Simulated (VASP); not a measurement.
# BaTiO3 (an interface model) in VASP: single point with PBE

Aim: the single point of BaTiO3 (an interface model) with PBE.

All numbers are computed with VASP 6.6.1; they aren't measurements. Logs are shortened: lines on timing, memory, paths and dates and some standing lists are left out, and cuts for length are marked.

### Step 1. The cell of the first run

The cell holds layers of an interface, 30 atoms: a = 5.684 Å, b = 5.684 Å, c = 13.923 Å, α = 90.00°, β = 90.00°, γ = 120.00°.

### Step 2. Single point, PBE

The input, INCAR:

```
SYSTEM = BaTiO3
PREC = Accurate ; ENCUT = 520
EDIFF = 1E-6 ; ISMEAR = 0
SIGMA = 0.05 ; LREAL = .FALSE.
LASPH = .TRUE. ; NELM = 120
ALGO = Normal ; ISIF = 2
LWAVE = .FALSE. ; LCHARG = .FALSE.
GGA = PE ; NBANDS = 141
GGA_COMPAT = .FALSE.
```

The input, KPOINTS:

```
regular mesh
0
G
  6 6 2
  0 0 0
```

The input, POSCAR:

```
BaTiO3
1.0
    5.6840752847      0.0000000000      0.0000000000
   -2.8420376423      4.9225535936      0.0000000000
    0.0000000000      0.0000000000     13.9230841070
Ba Ti O
6 6 18
Direct
    0.3333333333      0.6666666667      0.0833333333
    0.0000000000      1.0000000000      0.2500000000
    0.6666666667      0.3333333333      0.4166666667
    0.3333333333      0.6666666667      0.9166666667
    0.0000000000      1.0000000000      0.7500000000
    0.6666666667      0.3333333333      0.5833333333
    0.0000000000      0.0000000000      0.0000000000
    0.6666666667      0.3333333333      0.1666666667
    0.3333333333      0.6666666667      0.3333333333
    0.6666666667      0.3333333333      0.8333333333
    0.3333333333      0.6666666667      0.6666666667
    1.0000000000      1.0000000000      0.5000000000
    0.8333333333      0.1666666667      0.0833333333
    0.5000000000      0.5000000000      0.2500000000
    0.1666666667      0.8333333333      0.4166666667
    0.8333333333      0.6666666667      0.0833333333
    0.5000000000      0.0000000000      0.2500000000
    0.1666666667      0.3333333333      0.4166666667
    0.3333333333      0.1666666667      0.0833333333
    0.0000000000      0.5000000000      0.2500000000
    0.6666666667      0.8333333333      0.4166666667
    0.8333333333      0.1666666667      0.9166666667
    0.5000000000      0.5000000000      0.7500000000
    0.1666666667      0.8333333333      0.5833333333
    0.8333333333      0.6666666667      0.9166666667
    0.5000000000      0.0000000000      0.7500000000
    0.1666666667      0.3333333333      0.5833333333
    0.3333333333      0.1666666667      0.9166666667
    0.0000000000      0.5000000000      0.7500000000
    0.6666666667      0.8333333333      0.5833333333
```

Potentials or basis: VASP PAW PBE potentials, release 64 (Ba_sv, Ti_sv, O).

Run with:

```sh
> cat potpaw_PBE.64/Ba_sv/POTCAR potpaw_PBE.64/Ti_sv/POTCAR potpaw_PBE.64/O/POTCAR > POTCAR
> mpirun -np 1 vasp_std > vasp.out
```

OUTCAR:

```text
SYSTEM = BaTiO3
   PREC = Accurate
   ENCUT = 520
   EDIFF = 1E-6
   ISMEAR = 0
   LREAL = .FALSE.
   LASPH = .TRUE.
   NELM = 120
   ISIF = 2
   GGA = PE

 ion  position               nearest neighbor table
   1  0.333  0.667  0.083-   4 2.32  19 2.84  19 2.84  16 2.84  16 2.84  13 2.84  13 2.84  17 2.84
                            20 2.84  14 2.84   7 3.48   9 3.48   7 3.48   8 3.48   8 3.48   7 3.48
   2  0.000  0.000  0.250-  20 2.84  20 2.84  17 2.84  17 2.84  14 2.84  14 2.84  16 2.84  18 2.84
                            21 2.84  19 2.84  15 2.84  13 2.84   8 3.48   9 3.48   7 3.48  12 3.48
   3  0.667  0.333  0.417-   6 2.32  21 2.84  21 2.84  18 2.84  18 2.84  15 2.84  15 2.84  17 2.84
                            20 2.84  14 2.84  12 3.48   8 3.48  12 3.48   9 3.48   9 3.48  12 3.48
   4  0.333  0.667  0.917-   1 2.32  28 2.84  28 2.84  25 2.84  25 2.84  22 2.84  22 2.84  26 2.84
                            29 2.84  23 2.84   7 3.48  11 3.48   7 3.48  10 3.48  10 3.48   7 3.48
   5  0.000  0.000  0.750-  29 2.84  29 2.84  26 2.84  26 2.84  23 2.84  23 2.84  25 2.84  27 2.84
                            30 2.84  28 2.84  24 2.84  22 2.84  10 3.48  11 3.48   7 3.48  12 3.48
   6  0.667  0.333  0.583-   3 2.32  30 2.84  30 2.84  27 2.84  27 2.84  24 2.84  24 2.84  26 2.84
                            29 2.84  23 2.84  12 3.48  10 3.48  12 3.48  11 3.48  11 3.48  12 3.48
   7  0.000  0.000  0.000-  16 2.01  25 2.01  19 2.01  28 2.01  13 2.01  22 2.01   1 3.48   4 3.48
                             2 3.48   5 3.48   1 3.48   4 3.48   1 3.48   4 3.48
   8  0.667  0.333  0.167-  17 2.01  20 2.01  13 2.01  14 2.01  16 2.01  19 2.01   2 3.48   3 3.48
                             2 3.48   1 3.48   1 3.48   2 3.48   1 3.48
   9  0.333  0.667  0.333-  17 2.01  20 2.01  14 2.01  15 2.01  18 2.01  21 2.01   2 3.48   1 3.48
                             2 3.48   3 3.48   3 3.48   2 3.48   3 3.48
  10  0.667  0.333  0.833-  26 2.01  29 2.01  22 2.01  23 2.01  25 2.01  28 2.01   5 3.48   6 3.48
                             5 3.48   4 3.48   4 3.48   5 3.48   4 3.48
  11  0.333  0.667  0.667-  26 2.01  29 2.01  23 2.01  24 2.01  27 2.01  30 2.01   5 3.48   4 3.48
                             5 3.48   6 3.48   6 3.48   5 3.48   6 3.48
  12  0.000  0.000  0.500-  18 2.01  27 2.01  21 2.01  30 2.01  15 2.01  24 2.01   3 3.48   6 3.48
                             5 3.48   2 3.48   3 3.48   6 3.48   3 3.48   6 3.48
  13  0.833  0.167  0.083-   7 2.01   8 2.01   1 2.84   1 2.84   2 2.84
  14  0.500  0.500  0.250-   8 2.01   9 2.01   2 2.84   2 2.84   3 2.84   1 2.84
  15  0.167  0.833  0.417-   9 2.01  12 2.01   3 2.84   3 2.84   2 2.84
  16  0.833  0.667  0.083-   7 2.01   8 2.01   1 2.84   1 2.84   2 2.84
  17  0.500  0.000  0.250-   8 2.01   9 2.01   2 2.84   2 2.84   3 2.84   1 2.84
  18  0.167  0.333  0.417-  12 2.01   9 2.01   3 2.84   3 2.84   2 2.84
  19  0.333  0.167  0.083-   7 2.01   8 2.01   1 2.84   1 2.84   2 2.84
  20  0.000  0.500  0.250-   8 2.01   9 2.01   2 2.84   2 2.84   3 2.84   1 2.84
  21  0.667  0.833  0.417-  12 2.01   9 2.01   3 2.84   3 2.84   2 2.84
  22  0.833  0.167  0.917-   7 2.01  10 2.01   4 2.84   4 2.84   5 2.84
  23  0.500  0.500  0.750-  10 2.01  11 2.01   5 2.84   5 2.84   6 2.84   4 2.84
  24  0.167  0.833  0.583-  11 2.01  12 2.01   6 2.84   6 2.84   5 2.84
  25  0.833  0.667  0.917-   7 2.01  10 2.01   4 2.84   4 2.84   5 2.84
  26  0.500  0.000  0.750-  10 2.01  11 2.01   5 2.84   5 2.84   6 2.84   4 2.84
  27  0.167  0.333  0.583-  12 2.01  11 2.01   6 2.84   6 2.84   5 2.84
  28  0.333  0.167  0.917-   7 2.01  10 2.01   4 2.84   4 2.84   5 2.84
[... 226 lines left out ...]
   GGA     = PE    functional components
   LHFCALC =     F    Hartree Fock is set to
   AEXX    =    0.0000 exact exchange contribution
   IVDW    =     0    specifies the selected vdW correction
   LEPSILON=     F    determine dielectric tensor
   LRPA    =     F    only Hartree local field effects (RPA)
 non-spin polarized calculation
 Gauss-broadening in eV      SIGMA  =   0.05
  energy-cutoff  :      520.00
  volume of cell :      389.57
 maximum number of plane-waves:     10526
   NGX = 21   NGY = 21   NGZ = 51

 number of electron     240.0000091 magnetization

 Free energy of the ion-electron system (eV)
  ---------------------------------------------------
  ext. energy  EPLUGINS =         0.00000000
  ---------------------------------------------------
  free energy    TOTEN  =      -218.92222032 eV

  energy without entropy =     -218.92222032  energy(sigma->0) =     -218.92222032

 E-fermi :   5.0715     XC(G=0): -11.1662

 val. band max:        4.6731103517   @ k =   0.0000   0.0000   0.0000
 cond. band min:       5.5986322577   @ k =   0.0000   0.0000   0.0000
 fundamental gap:      0.9255219060
 Fermi energy:         5.0714889571

 k-point     1 :       0.0000    0.0000    0.0000
  band No.  band energies     occupation
      1     -52.6499      2.00000
      2     -52.6498      2.00000
      3     -52.6484      2.00000
      4     -52.6484      2.00000
      5     -52.6234      2.00000
      6     -52.6234      2.00000
[... 1879 lines left out ...]
    131       7.3242      0.00000
    132       7.3242      0.00000
 [bands above 132 left out]

------------------------ aborting loop because EDIFF is reached ----------------------------------------

  FORCE on cell =-STRESS in cart. coord.  units (eV):
  Direction    XX          YY          ZZ          XY          YZ          ZX
  --------------------------------------------------------------------------------------
  -------------------------------------------------------------------------------------
  Total      -10.8371303    -10.8371303    112.3974133     -0.0000000      0.0000000      0.0000000
  in kB      -44.5696432    -44.5696432    462.2545319     -0.0000000      0.0000000      0.0000000
  external PRESSURE =     124.3717485 kB  Pullay stress =       0.0000000 kB

 VOLUME and BASIS-vectors are now :
 -----------------------------------------------------------------------------
  energy-cutoff  :      520.00
  volume of cell :      389.57
      direct lattice vectors                 reciprocal lattice vectors
     5.684075285  0.000000000  0.000000000     0.175930112  0.101573297  0.000000000
    -2.842037642  4.922553594  0.000000000     0.000000000  0.203146595  0.000000000
     0.000000000  0.000000000 13.923084107     0.000000000  0.000000000  0.071823167

 POSITION                                       TOTAL-FORCE (eV/Angst)
 -----------------------------------------------------------------------------------
     -0.00000      3.28170      1.16026        -0.000000      0.000000     21.947806
      0.00000      0.00000      3.48077        -0.000000      0.000000      0.000000
      2.84204      1.64085      5.80129        -0.000000      0.000000    -21.947806
     -0.00000      3.28170     12.76283        -0.000000      0.000000    -21.947806
      0.00000      0.00000     10.44231        -0.000000      0.000000      0.000000
      2.84204      1.64085      8.12180        -0.000000      0.000000     21.947806
[... 22 lines left out ...]
     -1.42102      2.46128     10.44231        -0.000000      0.000000      0.000000
      1.42102      4.10213      8.12180         0.492961      0.284611      1.505240
 -----------------------------------------------------------------------------------
    total drift:                               -0.000000      0.000000     -0.000000

  FREE ENERGIE OF THE ION-ELECTRON SYSTEM (eV)
  ---------------------------------------------------
  free  energy   TOTEN  =      -218.9222203224 eV

  energy  without entropy=     -218.9222203224  energy(sigma->0) =     -218.92222032
```

OSZICAR:

```text
N       E                     dE             d eps       ncg     rms          rms(c)
DAV:   1     0.331075181814E+04    0.33108E+04   -0.11824E+05  3948   0.184E+03
DAV:   2     0.395710333867E+03   -0.29150E+04   -0.27708E+04  4108   0.538E+02
DAV:   3    -0.232362255161E+03   -0.62807E+03   -0.60835E+03  5084   0.227E+02
[... 11 lines left out ...]
DAV:  15    -0.218922233879E+03    0.42825E-04   -0.10402E-03  5592   0.122E-01    0.488E-02
DAV:  16    -0.218922220448E+03    0.13431E-04   -0.31729E-04  5704   0.672E-02    0.180E-02
DAV:  17    -0.218922221815E+03   -0.13674E-05   -0.20363E-05  4832   0.184E-02    0.109E-02
DAV:  18    -0.218922220147E+03    0.16684E-05   -0.82415E-06  4504   0.102E-02    0.243E-03
DAV:  19    -0.218922220322E+03   -0.17536E-06   -0.13354E-06  2520   0.449E-03
   1 F= -.21892222E+03 E0= -.21892222E+03  d E =-.210927E-30
```

stdout:

```text
POSCAR found type information on POSCAR BaTiO
 POSCAR found :  3 types and      30 ions
 scaLAPACK will be used
 -----------------------------------------------------------------------------
|                                                                             |
|                                                                             |
|     You have a (more or less) 'large supercell' and for larger cells it     |
[... 21 lines left out ...]
 -----------------------------------------------------------------------------

 POSCAR, INCAR and KPOINTS ok, starting setup
 FFT: planning ... GRIDC
 FFT: planning ... GRID_SOFT
 FFT: planning ... GRID
 WAVECAR not read
 entering main loop
```

Run time: 31 min. Hardware: 1 thread of Intel Xeon Platinum 8488C (Sapphire Rapids), shared host; peak memory 0.81 GiB.

Results:

```yaml
Free_energy: -218.9222 eV
Pressure: 12.4 GPa
Largest_force: 21.948 eV/Å
Band_gap_on_the_k_mesh: 0.93 eV
```

Forces in eV/Å, atoms in the order of the input:
```
Ba    0.000   0.000  21.948
Ba    0.000   0.000   0.000
Ba    0.000   0.000 -21.948
Ba    0.000   0.000 -21.948
Ba    0.000   0.000   0.000
Ba    0.000   0.000  21.948
Ti    0.000   0.000   0.000
Ti    0.000   0.000  -1.511
Ti    0.000   0.000   1.511
Ti    0.000   0.000   1.511
Ti    0.000   0.000  -1.511
Ti    0.000   0.000   0.000
O     0.493  -0.285   1.505
O     0.000   0.000   0.000
O    -0.493   0.285  -1.505
O     0.000   0.569   1.505
O     0.000   0.000   0.000
O     0.000  -0.569  -1.505
O    -0.493  -0.285   1.505
O     0.000   0.000   0.000
O     0.493   0.285  -1.505
O     0.493  -0.285  -1.505
O     0.000   0.000   0.000
O    -0.493   0.285   1.505
O     0.000   0.569  -1.505
O     0.000   0.000   0.000
O     0.000  -0.569   1.505
O    -0.493  -0.285  -1.505
O     0.000   0.000   0.000
O     0.493   0.285   1.505
```

Caveat: spin-orbit coupling is left out, which moves the levels of the heavy elements.
